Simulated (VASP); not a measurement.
Input of a VASP 6.6.1 run:

File INCAR:

```
PREC = Accurate ; ENCUT = 520
EDIFF = 1E-6 ; ISMEAR = -1
SIGMA = 0.1 ; LREAL = False
LASPH = True ; NELM = 80
ALGO = Normal ; ISIF = 2
LWAVE = False ; LCHARG = True
GGA = CA ; LELF = True
LVHAR = True ; NBANDS = 8
```

Contents of KPOINTS:

```
regular mesh
0
Gamma
  8 8 6
```

The input POSCAR:

```
Al
1.0
    4.3076140000      0.0000000000      0.0000000000
   -2.1538070000      3.7305040000      0.0000000000
    0.0000000000      0.0000000000      5.2258550000
Al
1
Direct
    0.6666666667      0.3333333333      0.5000000000
```

Potentials or basis: VASP PAW LDA potentials, release 64 (Al).

Command:

```sh
$ cat potpaw_LDA.64/Al/POTCAR > POTCAR
$ mpirun -np 1 vasp_std > vasp.out
```

Problem. What does it give for the pressure?

Solution. -2.8 GPa.

Stress tensor (GPa, compression positive):
```
-3.69  0.00  0.00
 0.00 -3.69  0.00
 0.00  0.00 -0.97
```
